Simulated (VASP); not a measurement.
# ScPd (Pm-3m) in VASP: single point with LDA

Aim: the single point of ScPd with LDA.

Everything below comes from runs of VASP 6.6.1. Logs are shortened: lines on timing, memory, paths and dates and some standing lists are left out, and cuts for length are marked.

## 1. The cell of the first run

Symmetry: Pm-3m, No. 221, cubic system. Conventional cell: a = 3.283 Å, b = 3.283 Å, c = 3.283 Å, α = 90.00°, β = 90.00°, γ = 90.00°. Within 3.7 Å of Sc (site symmetry m-3m) lie 8 Pd at 2.84 Å and 6 Sc at 3.28 Å. Pd (site symmetry m-3m) has 8 Sc at 2.84 Å and 6 Pd at 3.28 Å within 3.7 Å.

## 2. Single point, LDA

Input file INCAR:

```
SYSTEM = ScPd
  PREC = Accurate
  ENCUT = 500
  EDIFF = 1E-6
  ISMEAR = 0
  SIGMA = 0.1
  LREAL = .FALSE.
  LASPH = .TRUE.
  NELM = 120
  ALGO = Normal
  ISIF = 2
  LWAVE = .FALSE.
  LCHARG = .FALSE.
  GGA = CA
  NBANDS = 18
  GGA_COMPAT = .FALSE.
```

Input file KPOINTS:

```
regular mesh
0
G
  6 6 6
  0 0 0
```

Input file POSCAR:

```
ScPd
1.0
    3.2830000000      0.0000000000      0.0000000000
    0.0000000000      3.2830000000      0.0000000000
    0.0000000000      0.0000000000      3.2830000000
Sc Pd
1 1
Direct
    0.5000000000      0.5000000000      0.5000000000
    0.0000000000      0.0000000000      0.0000000000
```

Potentials or basis: VASP PAW LDA potentials, release 64 (Sc_sv, Pd).

On the command line:

```bash
$ cat potpaw_LDA.64/Sc_sv/POTCAR potpaw_LDA.64/Pd/POTCAR > POTCAR
$ mpirun -np 1 vasp_std > vasp.out
```

OUTCAR:

```text
SYSTEM = ScPd
   PREC = Accurate
   ENCUT = 500
   EDIFF = 1E-6
   ISMEAR = 0
   LREAL = .FALSE.
   LASPH = .TRUE.
   NELM = 120
   ISIF = 2
   GGA = CA

 ion  position               nearest neighbor table
   1  0.500  0.500  0.500-   2 2.84   2 2.84   2 2.84   2 2.84   2 2.84   2 2.84   2 2.84   2 2.84

   2  0.000  0.000  0.000-   1 2.84   1 2.84   1 2.84   1 2.84   1 2.84   1 2.84   1 2.84   1 2.84

  LATTYP: Found a simple cubic cell.
 ALAT       =     3.2830000000

  Lattice vectors:

 A1 = (   3.2830000000,   0.0000000000,   0.0000000000)
 A2 = (   0.0000000000,   3.2830000000,   0.0000000000)
 A3 = (   0.0000000000,   0.0000000000,   3.2830000000)

Analysis of symmetry for initial positions (statically):
=====================================================================
 Subroutine PRICEL returns:
 Original cell was already a primitive cell.

 Routine SETGRP: Setting up the symmetry group for a
 simple cubic supercell.

 Subroutine GETGRP returns: Found 48 space group operations
 (whereof 48 operations were pure point group operations)
 out of a pool of 48 trial point group operations.

The static configuration has the point symmetry O_h .

Analysis of symmetry for dynamics (positions and initial velocities):
=====================================================================
 Subroutine PRICEL returns:
 Original cell was already a primitive cell.

 Routine SETGRP: Setting up the symmetry group for a
 simple cubic supercell.

 Subroutine GETGRP returns: Found 48 space group operations
 (whereof 48 operations were pure point group operations)
 out of a pool of 48 trial point group operations.

The dynamic configuration has the point symmetry O_h .

 Subroutine INISYM returns: Found 48 space group operations
 (whereof 48 operations are pure point group operations),
 and found     1 'primitive' translations

----------------------------------------------------------------------------------------

                                     Primitive cell

  volume of cell :      35.3845

  direct lattice vectors                    reciprocal lattice vectors
     3.283000000  0.000000000  0.000000000     0.304599452  0.000000000  0.000000000
     0.000000000  3.283000000  0.000000000     0.000000000  0.304599452  0.000000000
     0.000000000  0.000000000  3.283000000     0.000000000  0.000000000  0.304599452

  length of vectors
     3.283000000  3.283000000  3.283000000     0.304599452  0.304599452  0.304599452

  position of ions in fractional coordinates (direct lattice)
     0.500000000  0.500000000  0.500000000
     0.000000000  0.000000000  0.000000000

  ion indices of the primitive-cell ions
   primitive index   ion index
                 1           1
                 2           2

----------------------------------------------------------------------------------------

 KPOINTS: regular mesh

Automatic generation of k-mesh.
 Grid dimensions read from file:
 generate k-points for:    6    6    6

 Generating k-lattice:

  Cartesian coordinates                     Fractional coordinates (reciprocal lattice)
     0.050766575  0.000000000  0.000000000     0.166666667  0.000000000  0.000000000
     0.000000000  0.050766575  0.000000000     0.000000000  0.166666667  0.000000000
     0.000000000  0.000000000  0.050766575     0.000000000  0.000000000  0.166666667

  Length of vectors
     0.050766575  0.050766575  0.050766575

  Shift w.r.t. Gamma in fractional coordinates (k-lattice)
     0.000000000  0.000000000  0.000000000

 Subroutine IBZKPT returns following result:
 ===========================================

 Found     20 irreducible k-points:

 Following reciprocal coordinates:
            Coordinates               Weight
  0.000000  0.000000  0.000000      1.000000
  0.166667  0.000000  0.000000      6.000000
  0.333333  0.000000  0.000000      6.000000
  0.500000  0.000000  0.000000      3.000000
  0.166667  0.166667  0.000000     12.000000
  0.333333  0.166667  0.000000     24.000000
[... 12 lines left out ...]
  0.500000  0.500000  0.333333      6.000000
  0.500000  0.500000  0.500000      1.000000
   k-points           NKPTS =     20   k-points in BZ     NKDIM =     20   number of bands    NBANDS=     18
   number of dos      NEDOS =    301   number of ions     NIONS =      2
   total plane-waves  NPLWV =  13824
   dimension x,y,z NGX =    24 NGY =   24 NGZ =   24
   dimension x,y,z NGXF=    48 NGYF=   48 NGZF=   48
   ions per type =               1   1
   NGX,Y,Z   is equivalent  to a cutoff of  12.15, 12.15, 12.15 a.u.
   NGXF,Y,Z  is equivalent  to a cutoff of  24.31, 24.31, 24.31 a.u.
 SYSTEM =  ScPd
   PREC   = accura    normal or accurate (medium, high low for compatibility)
   ISTART =      0    job   : 0-new  1-cont  2-samecut
   ICHARG =      2    charge: 1-file 2-atom 10-const
   ISPIN  =      1    spin polarized calculation?
   LNONCOLLINEAR =      F non collinear calculations
   LSORBIT =      F    spin-orbit coupling
   LASPH  =      T    aspherical Exc in radial PAW
   ENCUT  =  500.0 eV  36.75 Ry    6.06 a.u.   5.99  5.99  5.99*2*pi/ulx,y,z
   NELM   =    120;   NELMIN=  2; NELMDL= -5     # of ELM steps
   EDIFF  = 0.1E-05   stopping-criterion for ELM
   LREAL  =      F    real-space projection
   EDIFFG = 0.1E-04   stopping-criterion for IOM
   NSW    =      0    number of steps for IOM
   IBRION =     -1    ionic relax: 0-MD 1-quasi-New 2-CG
   NFREE  =      0    steps in history (QN), initial steepest desc. (CG)
   ISIF   =      2    stress and relaxation
   ISYM   =      2    0-nonsym 1-usesym 2-fastsym
   POTIM  = 0.5000    time-step for ionic-motion
   TEBEG  =    0.0;   TEEND  =   0.0 temperature during run
   PSTRESS=    0.0 pullay stress
   NELECT =      21.0000    total number of electrons
   NUPDOWN=      -1.0000    fix difference up-down
   EMIN   =  10.00;   EMAX   =-10.00  energy-range for DOS
   EFERMI =   0.00;   METHOD = LEGACY
   ISMEAR =     0;   SIGMA  =   0.10  broadening in eV -4-tet -1-fermi 0-gaus
   EFERMI_NEDOS =   21; number of points for ismear=-14 and -15
   IALGO  =     38    algorithm
   IMIX   =      4    mixing-type and parameters
     AMIX     =   0.40;   BMIX     =  1.00
     AMIX_MAG =   1.60;   BMIX_MAG =  1.00
  volume/ion in A,a.u.               =      17.69       119.39
  Fermi-wavevector in a.u.,A,eV,Ry     =   1.375763  2.599816 25.752082  1.892725
  Thomas-Fermi vector in A             =   2.501069
   LORBIT       =      0    0 simple, 1 ext, 2 COOP (PROOUT), +10 PAW based schemes
   GGA     = CA    functional components
   LHFCALC =     F    Hartree Fock is set to
   AEXX    =    0.0000 exact exchange contribution
   IVDW    =     0    specifies the selected vdW correction
   LEPSILON=     F    determine dielectric tensor
   LRPA    =     F    only Hartree local field effects (RPA)
 non-spin polarized calculation
 Gauss-broadening in eV      SIGMA  =   0.10
  energy-cutoff  :      500.00
  volume of cell :       35.38
 maximum number of plane-waves:       922
 NGX is ok and might be reduce to    24
   NGX = 11   NGY = 11   NGZ = 11

 number of electron      21.0000005 magnetization

 Free energy of the ion-electron system (eV)
  ---------------------------------------------------
  ext. energy  EPLUGINS =         0.00000000
  ---------------------------------------------------
  free energy    TOTEN  =       -15.07666496 eV

  energy without entropy =      -15.07178314  energy(sigma->0) =      -15.07422405

 E-fermi :   7.2885     XC(G=0): -12.0239

 val. band max:        7.2013731994   @ k =   0.5000   0.5000   0.1667
 cond. band min:       7.2961109246   @ k =   0.5000   0.3333   0.3333
 fundamental gap:      0.0947377252
 Fermi energy:         7.2884904717

 k-point     1 :       0.0000    0.0000    0.0000
  band No.  band energies     occupation
      1     -42.0688      2.00000
      2     -20.9329      2.00000
      3     -20.9329      2.00000
      4     -20.9329      2.00000
      5       0.4462      2.00000
      6       2.4852      2.00000
[... 10 lines left out ...]
     17      14.7972      0.00000
     18      14.7972      0.00000

 k-point     2 :       0.1667    0.0000    0.0000
  band No.  band energies     occupation
      1     -42.0634      2.00000
      2     -20.9904      2.00000
      3     -20.9295      2.00000
      4     -20.9295      2.00000
      5       0.9163      2.00000
      6       2.6384      2.00000
[... 10 lines left out ...]
     17      16.0255      0.00000
     18      16.0255      0.00000

 k-point     3 :       0.3333    0.0000    0.0000
  band No.  band energies     occupation
      1     -42.0526      2.00000
      2     -21.1036      2.00000
      3     -20.9227      2.00000
      4     -20.9227      2.00000
      5       2.0779      2.00000
      6       2.9927      2.00000
[... 10 lines left out ...]
     17      18.6026      0.00000
     18      18.6026      0.00000

 k-point     4 :       0.5000    0.0000    0.0000
  band No.  band energies     occupation
      1     -42.0472      2.00000
      2     -21.1594      2.00000
      3     -20.9193      2.00000
      4     -20.9193      2.00000
      5       2.7556      2.00000
      6       3.2047      2.00000
[... 291 lines left out ...]
      4     -21.0575      2.00000
      5       2.9905      2.00000
      6       3.3119      2.00000
[... 10 lines left out ...]
     17      14.5376      0.00000
     18      16.5821      0.00000

 k-point    19 :       0.5000    0.5000    0.3333
  band No.  band energies     occupation
      1     -42.0138      2.00000
      2     -21.1099      2.00000
      3     -21.1099      2.00000
      4     -21.0546      2.00000
      5       3.0044      2.00000
      6       3.2822      2.00000
[... 10 lines left out ...]
     17      13.5286      0.00000
     18      15.0989      0.00000

 k-point    20 :       0.5000    0.5000    0.5000
  band No.  band energies     occupation
      1     -42.0089      2.00000
      2     -21.1063      2.00000
      3     -21.1063      2.00000
      4     -21.1063      2.00000
      5       3.2070      2.00000
      6       3.2070      2.00000
[... 10 lines left out ...]
     17      15.1384      0.00000
     18      15.1384      0.00000

------------------------ aborting loop because EDIFF is reached ----------------------------------------

  FORCE on cell =-STRESS in cart. coord.  units (eV):
  Direction    XX          YY          ZZ          XY          YZ          ZX
  --------------------------------------------------------------------------------------
  -------------------------------------------------------------------------------------
  Total       -1.3223981     -1.3223981     -1.3223981      0.0000000      0.0000000      0.0000000
  in kB      -59.8770167    -59.8770167    -59.8770167      0.0000000      0.0000000      0.0000000
  external PRESSURE =     -59.8770167 kB  Pullay stress =       0.0000000 kB

 VOLUME and BASIS-vectors are now :
 -----------------------------------------------------------------------------
  energy-cutoff  :      500.00
  volume of cell :       35.38
      direct lattice vectors                 reciprocal lattice vectors
     3.283000000  0.000000000  0.000000000     0.304599452  0.000000000  0.000000000
     0.000000000  3.283000000  0.000000000     0.000000000  0.304599452  0.000000000
     0.000000000  0.000000000  3.283000000     0.000000000  0.000000000  0.304599452

 POSITION                                       TOTAL-FORCE (eV/Angst)
 -----------------------------------------------------------------------------------
      1.64150      1.64150      1.64150         0.000000      0.000000      0.000000
      0.00000      0.00000      0.00000         0.000000      0.000000      0.000000
 -----------------------------------------------------------------------------------
    total drift:                                0.000000      0.000000     -0.000000

  FREE ENERGIE OF THE ION-ELECTRON SYSTEM (eV)
  ---------------------------------------------------
  free  energy   TOTEN  =       -15.0766649636 eV

  energy  without entropy=      -15.0717831395  energy(sigma->0) =      -15.07422405
```

It took 14 s on 1 thread of Intel Xeon 8259CL, shared host; peak memory 0.13 GiB.

What came out:

* Free energy: -15.0767 eV
* Pressure: -6.0 GPa
* Band gap on the k mesh: zero (an odd number of electrons rules out a gap without spin polarisation)

Levels at points of the mesh, in eV from the Fermi level:
| k point | band 7 | band 8 | band 9 | band 10 | band 11 | band 12 | band 13 | band 14 |
| --- | --- | --- | --- | --- | --- | --- | --- | --- |
| (0.00, 0.00, 0.00) | -4.80 | -2.98 | -2.98 | -2.98 | 1.03 | 1.03 | 3.13 | 3.13 |
| (0.50, 0.00, 0.00) | -3.25 | -3.25 | -3.09 | -2.69 | -0.82 | -0.11 | 1.20 | 1.20 |
| (0.50, 0.50, 0.00) | -3.76 | -3.76 | -2.10 | -0.68 | 0.60 | 0.60 | 1.51 | 2.98 |
| (0.50, 0.50, 0.50) | -4.08 | -2.06 | -2.06 | -1.23 | -1.23 | -1.23 | 3.50 | 3.50 |

Caveat: the cell stands under tension.

The gap in the log of VASP goes by the Fermi energy; the results here count the filled bands.